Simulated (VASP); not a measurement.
# Cd (Fm-3m) in VASP: single point with PBEsol

Aim: the single point of Cd with PBEsol.

Everything below comes from runs of VASP 6.6.1. Logs are shortened: lines on timing, memory, paths and dates and some standing lists are left out, and cuts for length are marked.

## Step 1: The cell of the first run

It takes space group Fm-3m (No. 225, cubic). The conventional cell has a = 4.860 Å, b = 4.860 Å, c = 4.860 Å, α = 90.00°, β = 90.00°, γ = 90.00°. Cd (site symmetry m-3m) has 12 Cd at 3.44 Å within 4.5 Å.

## Step 2: Single point, PBEsol (Hg replaced by Cd, lengths x 1.055, strained)

File INCAR:

```
SYSTEM = Cd
  PREC = Accurate
  ENCUT = 520
  EDIFF = 1E-6
  ISMEAR = 0
  SIGMA = 0.1
  LREAL = .False.
  LASPH = .True.
  NELM = 80
  ALGO = Normal
  ISIF = 2
  LWAVE = .False.
  LCHARG = .False.
  GGA = PS
  NBANDS = 12
```

File KPOINTS:

```
regular mesh
0
Gamma
  14 14 14
  0 0 0
```

File POSCAR:

```
Cd
1.0
    0.0000000000      2.4297575066      2.4297575066
    2.4297575066      0.0000000000      2.4297575066
    2.4297575066      2.4297575066      0.0000000000
Cd
1
Direct
    0.0000000000      0.0000000000      0.0000000000
```

Potentials or basis: VASP PAW PBE potentials, release 64 (Cd).

Started as:

```console
$ cat potpaw_PBE.64/Cd/POTCAR > POTCAR
$ mpirun -np 1 vasp_std > vasp.out
```

OUTCAR:

```text
SYSTEM = Cd
   PREC = Accurate
   ENCUT = 520
   EDIFF = 1E-6
   ISMEAR = 0
   LREAL = .False.
   LASPH = .True.
   NELM = 80
   ISIF = 2
   GGA = PS

 ion  position               nearest neighbor table
   1  0.000  0.000  0.000-

  LATTYP: Found a face centered cubic cell.
 ALAT       =     4.8595150132

  Lattice vectors:

 A1 = (   0.0000000000,   2.4297575066,   2.4297575066)
 A2 = (   2.4297575066,   0.0000000000,   2.4297575066)
 A3 = (   2.4297575066,   2.4297575066,   0.0000000000)

Analysis of symmetry for initial positions (statically):
=====================================================================
 Subroutine PRICEL returns:
 Original cell was already a primitive cell.

 Routine SETGRP: Setting up the symmetry group for a
 face centered cubic supercell.

 Subroutine GETGRP returns: Found 48 space group operations
 (whereof 48 operations were pure point group operations)
 out of a pool of 48 trial point group operations.

The static configuration has the point symmetry O_h .

Analysis of symmetry for dynamics (positions and initial velocities):
=====================================================================
 Subroutine PRICEL returns:
 Original cell was already a primitive cell.

 Routine SETGRP: Setting up the symmetry group for a
 face centered cubic supercell.

 Subroutine GETGRP returns: Found 48 space group operations
 (whereof 48 operations were pure point group operations)
 out of a pool of 48 trial point group operations.

The dynamic configuration has the point symmetry O_h .

 Subroutine INISYM returns: Found 48 space group operations
 (whereof 48 operations are pure point group operations),
 and found     1 'primitive' translations

----------------------------------------------------------------------------------------

                                     Primitive cell

  volume of cell :      28.6892

  direct lattice vectors                    reciprocal lattice vectors
     0.000000000  2.429757507  2.429757507    -0.205781852  0.205781852  0.205781852
     2.429757507  0.000000000  2.429757507     0.205781852 -0.205781852  0.205781852
     2.429757507  2.429757507  0.000000000     0.205781852  0.205781852 -0.205781852

  length of vectors
     3.436196019  3.436196019  3.436196019     0.356424623  0.356424623  0.356424623

  position of ions in fractional coordinates (direct lattice)
     0.000000000  0.000000000  0.000000000

  ion indices of the primitive-cell ions
   primitive index   ion index
                 1           1

----------------------------------------------------------------------------------------

 KPOINTS: regular mesh

Automatic generation of k-mesh.
 Grid dimensions read from file:
 generate k-points for:   14   14   14

 Generating k-lattice:

  Cartesian coordinates                     Fractional coordinates (reciprocal lattice)
    -0.014698704  0.014698704  0.014698704     0.071428571  0.000000000  0.000000000
     0.014698704 -0.014698704  0.014698704     0.000000000  0.071428571  0.000000000
     0.014698704  0.014698704 -0.014698704     0.000000000  0.000000000  0.071428571

  Length of vectors
     0.025458902  0.025458902  0.025458902

  Shift w.r.t. Gamma in fractional coordinates (k-lattice)
     0.000000000  0.000000000  0.000000000

 Subroutine IBZKPT returns following result:
 ===========================================

 Found    104 irreducible k-points:

 Following reciprocal coordinates:
            Coordinates               Weight
  0.000000  0.000000  0.000000      1.000000
  0.071429  0.000000  0.000000      8.000000
  0.142857  0.000000  0.000000      8.000000
  0.214286  0.000000  0.000000      8.000000
  0.285714  0.000000  0.000000      8.000000
  0.357143  0.000000  0.000000      8.000000
[... 16 lines left out ...]
  0.214286  0.142857  0.000000     24.000000
  0.285714  0.142857  0.000000     24.000000
 [... further k-points ...]
   k-points           NKPTS =    104   k-points in BZ     NKDIM =    104   number of bands    NBANDS=     12
   number of dos      NEDOS =    301   number of ions     NIONS =      1
   total plane-waves  NPLWV =  21952
   dimension x,y,z NGX =    28 NGY =   28 NGZ =   28
   dimension x,y,z NGXF=    56 NGYF=   56 NGZF=   56
   ions per type =               1
   NGX,Y,Z   is equivalent  to a cutoff of  13.55, 13.55, 13.55 a.u.
   NGXF,Y,Z  is equivalent  to a cutoff of  27.09, 27.09, 27.09 a.u.
 SYSTEM =  Cd
   PREC   = accura    normal or accurate (medium, high low for compatibility)
   ISTART =      0    job   : 0-new  1-cont  2-samecut
   ICHARG =      2    charge: 1-file 2-atom 10-const
   ISPIN  =      1    spin polarized calculation?
   LNONCOLLINEAR =      F non collinear calculations
   LSORBIT =      F    spin-orbit coupling
   LASPH  =      T    aspherical Exc in radial PAW
   ENCUT  =  520.0 eV  38.22 Ry    6.18 a.u.   6.39  6.39  6.39*2*pi/ulx,y,z
   NELM   =     80;   NELMIN=  2; NELMDL= -5     # of ELM steps
   EDIFF  = 0.1E-05   stopping-criterion for ELM
   LREAL  =      F    real-space projection
   EDIFFG = 0.1E-04   stopping-criterion for IOM
   NSW    =      0    number of steps for IOM
   IBRION =     -1    ionic relax: 0-MD 1-quasi-New 2-CG
   NFREE  =      0    steps in history (QN), initial steepest desc. (CG)
   ISIF   =      2    stress and relaxation
   ISYM   =      2    0-nonsym 1-usesym 2-fastsym
   POTIM  = 0.5000    time-step for ionic-motion
   TEBEG  =    0.0;   TEEND  =   0.0 temperature during run
   PSTRESS=    0.0 pullay stress
   NELECT =      12.0000    total number of electrons
   NUPDOWN=      -1.0000    fix difference up-down
   EMIN   =  10.00;   EMAX   =-10.00  energy-range for DOS
   EFERMI =   0.00;   METHOD = LEGACY
   ISMEAR =     0;   SIGMA  =   0.10  broadening in eV -4-tet -1-fermi 0-gaus
   EFERMI_NEDOS =   21; number of points for ismear=-14 and -15
   IALGO  =     38    algorithm
   IMIX   =      4    mixing-type and parameters
     AMIX     =   0.40;   BMIX     =  1.00
     AMIX_MAG =   1.60;   BMIX_MAG =  1.00
  volume/ion in A,a.u.               =      28.69       193.60
  Fermi-wavevector in a.u.,A,eV,Ry     =   1.224322  2.313633 20.394648  1.498964
  Thomas-Fermi vector in A             =   2.359401
   LORBIT       =      0    0 simple, 1 ext, 2 COOP (PROOUT), +10 PAW based schemes
   GGA     = PS    functional components
   LHFCALC =     F    Hartree Fock is set to
   AEXX    =    0.0000 exact exchange contribution
   IVDW    =     0    specifies the selected vdW correction
   LEPSILON=     F    determine dielectric tensor
   LRPA    =     F    only Hartree local field effects (RPA)
 non-spin polarized calculation
 Gauss-broadening in eV      SIGMA  =   0.10
  energy-cutoff  :      520.00
  volume of cell :       28.69
 maximum number of plane-waves:       785
 NGX is ok and might be reduce to    28
   NGX = 13   NGY = 13   NGZ = 13

 number of electron      12.0000001 magnetization

 Free energy of the ion-electron system (eV)
  ---------------------------------------------------
  ext. energy  EPLUGINS =         0.00000000
  ---------------------------------------------------
  free energy    TOTEN  =        -0.94403096 eV

  energy without entropy =       -0.94112475  energy(sigma->0) =       -0.94257785

 E-fermi :   0.9265     XC(G=0):  -9.7834

 val. band max:        0.9224186749   @ k =  -0.3571   0.3571   0.0714
 cond. band min:       0.9330365310   @ k =   0.5000   0.1429   0.0000
 fundamental gap:      0.0106178561
 Fermi energy:         0.9264923093

 k-point     1 :       0.0000    0.0000    0.0000
  band No.  band energies     occupation
      1      -7.5415      2.00000
      2      -7.5415      2.00000
      3      -7.5415      2.00000
      4      -7.2942      2.00000
      5      -7.2942      2.00000
      6      -6.0545      2.00000
      7      13.2263      0.00000
      8      13.2263      0.00000
      9      13.2263      0.00000
     10      13.8134      0.00000
     11      16.4119      0.00000
     12      16.4119      0.00000

 k-point     2 :       0.0714    0.0000    0.0000
  band No.  band energies     occupation
      1      -7.5466      2.00000
      2      -7.5294      2.00000
      3      -7.5294      2.00000
      4      -7.2965      2.00000
      5      -7.2965      2.00000
      6      -5.9479      2.00000
      7      11.8318      0.00000
      8      13.0338      0.00000
      9      13.0338      0.00000
     10      13.7000      0.00000
     11      16.7513      0.00000
     12      16.7513      0.00000

 k-point     3 :       0.1429    0.0000    0.0000
  band No.  band energies     occupation
      1      -7.5667      2.00000
      2      -7.5018      2.00000
      3      -7.5018      2.00000
      4      -7.2960      2.00000
      5      -7.2960      2.00000
      6      -5.6209      2.00000
      7       9.5147      0.00000
      8      12.6144      0.00000
      9      12.6144      0.00000
     10      13.6261      0.00000
     11      17.1468      0.00000
     12      17.6022      0.00000

 k-point     4 :       0.2143    0.0000    0.0000
  band No.  band energies     occupation
      1      -7.6054      2.00000
      2      -7.4840      2.00000
      3      -7.4840      2.00000
      4      -7.2721      2.00000
      5      -7.2721      2.00000
      6      -5.0626      2.00000
      7       7.1975      0.00000
      8      12.1629      0.00000
      9      12.1629      0.00000
     10      13.5134      0.00000
     11      16.6561      0.00000
     12      16.9796      0.00000

 k-point     5 :       0.2857    0.0000    0.0000
  band No.  band energies     occupation
      1      -7.6555      2.00000
      2      -7.4916      2.00000
      3      -7.4916      2.00000
      4      -7.2163      2.00000
      5      -7.2163      2.00000
      6      -4.2710      2.00000
      7       5.0034      0.00000
      8      11.7643      0.00000
      9      11.7643      0.00000
     10      13.3553      0.00000
     11      16.0985      0.00000
     12      16.0985      0.00000
[... 228 lines left out ...]
      1      -7.5572      2.00000
      2      -7.5137      2.00000
      3      -7.5073      2.00000
      4      -7.3134      2.00000
      5      -7.2857      2.00000
      6      -5.7673      2.00000
      7      11.0369      0.00000
      8      11.2744      0.00000
      9      13.4737      0.00000
     10      13.9587      0.00000
     11      16.5648      0.00000
     12      16.7098      0.00000

 k-point    22 :       0.1429    0.1429    0.0000
  band No.  band energies     occupation
      1      -7.6063      2.00000
      2      -7.4546      2.00000
      3      -7.4546      2.00000
      4      -7.3724      2.00000
      5      -7.2576      2.00000
      6      -5.4767      2.00000
      7      10.9370      0.00000
      8      10.9370      0.00000
      9      11.6529      0.00000
     10      12.4232      0.00000
     11      14.5639      0.00000
     12      18.8659      0.00000

 k-point    23 :       0.2143    0.1429    0.0000
  band No.  band energies     occupation
      1      -7.6316      2.00000
      2      -7.4324      2.00000
      3      -7.4171      2.00000
      4      -7.3966      2.00000
      5      -7.2339      2.00000
      6      -5.0689      2.00000
      7       8.9896      0.00000
      8      10.3016      0.00000
      9      11.4357      0.00000
     10      12.7536      0.00000
     11      13.4854      0.00000
     12      18.8251      0.00000

 k-point    24 :       0.2857    0.1429    0.0000
  band No.  band energies     occupation
      1      -7.6514      2.00000
      2      -7.4650      2.00000
      3      -7.4039      2.00000
      4      -7.3646      2.00000
      5      -7.1877      2.00000
      6      -4.4291      2.00000
      7       6.7549      0.00000
      8       9.8502      0.00000
      9      10.8750      0.00000
     10      12.2032      0.00000
     11      14.4360      0.00000
     12      18.5151      0.00000

 [... further k-points ...]
[... 5 lines left out ...]
  --------------------------------------------------------------------------------------
  -------------------------------------------------------------------------------------
  Total       -1.2681182     -1.2681182     -1.2681182     -0.0000000      0.0000000      0.0000000
  in kB      -70.8192831    -70.8192831    -70.8192831     -0.0000000      0.0000000      0.0000000
  external PRESSURE =     -70.8192831 kB  Pullay stress =       0.0000000 kB

 VOLUME and BASIS-vectors are now :
 -----------------------------------------------------------------------------
  energy-cutoff  :      520.00
  volume of cell :       28.69
      direct lattice vectors                 reciprocal lattice vectors
     0.000000000  2.429757507  2.429757507    -0.205781852  0.205781852  0.205781852
     2.429757507  0.000000000  2.429757507     0.205781852 -0.205781852  0.205781852
     2.429757507  2.429757507  0.000000000     0.205781852  0.205781852 -0.205781852

 POSITION                                       TOTAL-FORCE (eV/Angst)
 -----------------------------------------------------------------------------------
      0.00000      0.00000      0.00000         0.000000      0.000000      0.000000
 -----------------------------------------------------------------------------------
    total drift:                               -0.000000     -0.000000     -0.000000

  FREE ENERGIE OF THE ION-ELECTRON SYSTEM (eV)
  ---------------------------------------------------
  free  energy   TOTEN  =        -0.9440309583 eV

  energy  without entropy=       -0.9411247506  energy(sigma->0) =       -0.94257785
```

It took 73 s on 1 thread of AMD EPYC 7R13, shared host; peak memory 0.15 GiB.

Results:

* Free energy: -0.9440 eV
* Pressure: -7.1 GPa
* Band gap on the k mesh: zero (band 6 reaches 1.88 eV, above the bottom of band 7 at -0.41 eV)

Caveat: the cell differs from its parent crystal (Hg replaced by Cd, lengths x 1.055, strained); the PAW data sets were made with another functional, which shifts forces and pressure a little.
